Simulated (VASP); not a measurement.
A run of VASP 6.6.1 is set up as follows.

The input INCAR:

```
SYSTEM = S
ALGO = Normal
EDIFF = 1E-7
ENCUT = 520
GGA = PE
ISIF = 2
ISMEAR = -1
LASPH = .True.
LCHARG = .False.
LREAL = .False.
LWAVE = .False.
NBANDS = 13
NELM = 60
PREC = Accurate
SIGMA = 0.06122561905347299
```

File KPOINTS:

```
k-points
0
Gamma
  11 11 11
  0 0 0
```

Contents of POSCAR:

```
S
1.0
    0.0000000000      2.8767959102      2.8767959102
    2.8767959102      0.0000000000      2.8767959102
    2.8767959102      2.8767959102      0.0000000000
S
2
Direct
    0.0000000000      0.0000000000      0.0000000000
    0.2500000000      0.2500000000      0.2500000000
```

Potentials or basis: VASP PAW PBE potentials, release 64 (S).

Run with:

```bash
$ cat potpaw_PBE.64/S/POTCAR > POTCAR
$ mpirun -np 1 vasp_std > vasp.out
```

Task: Estimate the band gap on the k mesh.

Result: Zero (bands 6 and 7 overlap by 1.18 eV).

Task: What does it give for the pressure?

Result: 0.8 GPa.
